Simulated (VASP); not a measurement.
Here is a VASP 6.6.1 calculation.

File POSCAR:

```
GaAs
1.0
    0.0000000000      2.8834562447      2.8834562447
    2.8834562447      0.0000000000      2.8834562447
    2.8834562447      2.8834562447      0.0000000000
Ga As
1 1
Direct
    0.0000000000      0.0000000000      0.0000000000
    0.5000000000      0.5000000000      0.5000000000
```

File INCAR.step1:

```
SYSTEM = GaAs
PREC = Accurate
ENCUT = 520
ISMEAR = 0
SIGMA = 0.1
LREAL = .FALSE.
LASPH = .TRUE.
NELM = 80
NBANDS = 16
GGA = PE
ALGO = Normal
EDIFF = 1E-4
LWAVE = .TRUE.
LCHARG = .FALSE.
```

Contents of INCAR.step2:

```
SYSTEM = GaAs
PREC = Accurate
ENCUT = 520
EDIFF = 1E-7
ISMEAR = 0
SIGMA = 0.1
LREAL = .FALSE.
LASPH = .TRUE.
NELM = 80
ALGO = Normal
ISIF = 2
LWAVE = .FALSE.
LCHARG = .FALSE.
METAGGA = R2SCAN
LMIXTAU = .TRUE.
NBANDS = 16
ISTART = 1
```

KPOINTS

```
regular mesh
0
G
  6 6 6
  0 0 0
```

Potentials or basis: VASP PAW PBE potentials, release 64 (Ga_d, As).

Launch:

```bash
$ cat potpaw_PBE.64/Ga_d/POTCAR potpaw_PBE.64/As/POTCAR > POTCAR
$ cp INCAR.step1 INCAR
$ mpirun -np 1 vasp_std > vasp.out
$ cp INCAR.step2 INCAR
$ mpirun -np 1 vasp_std > vasp.out
```

(1) Predict the band gap on the k mesh.

(2) What does it give for the pressure?

Answers

(1) zero (bands 9 and 10 overlap by 2.50 eV).

(2) -11.2 GPa.

Caveat: the cell stands under tension; the PAW data sets were made with another functional, which shifts forces and pressure a little.
